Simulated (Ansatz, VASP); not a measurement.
# Ir: VASP beside Ansatz

```
CELL_PARAMETERS angstrom
0.00000 1.91970 1.91970
1.91970 0.00000 1.91970
1.91970 1.91970 0.00000
ATOMIC_POSITIONS crystal
Ir 0.00000 0.00000 0.00000
```

Alike in both runs: task single point; functional LDA; k mesh 15 × 15 × 15; occupations fermi-dirac, width 0.05 eV; no spin polarisation.

|  | VASP | Ansatz |
| --- | --- | --- |
| version | VASP 6.6.1 | Ansatz 0.2.0 |
| potentials or method | VASP PAW LDA potentials, release 64 (Ir), cutoff 520 eV | all-electron LAPW, scalar-relativistic |

```csv
,VASP,Ansatz,Ansatz less VASP
pressure (GPa),-6.3,-8.6,-2.34
```

LDA's correlation is that of Perdew and Zunger in VASP and of Perdew and Wang (1992) in Ansatz. Ansatz ran all-electron here, and VASP with PAW potentials.

Spin-orbit coupling is off throughout.
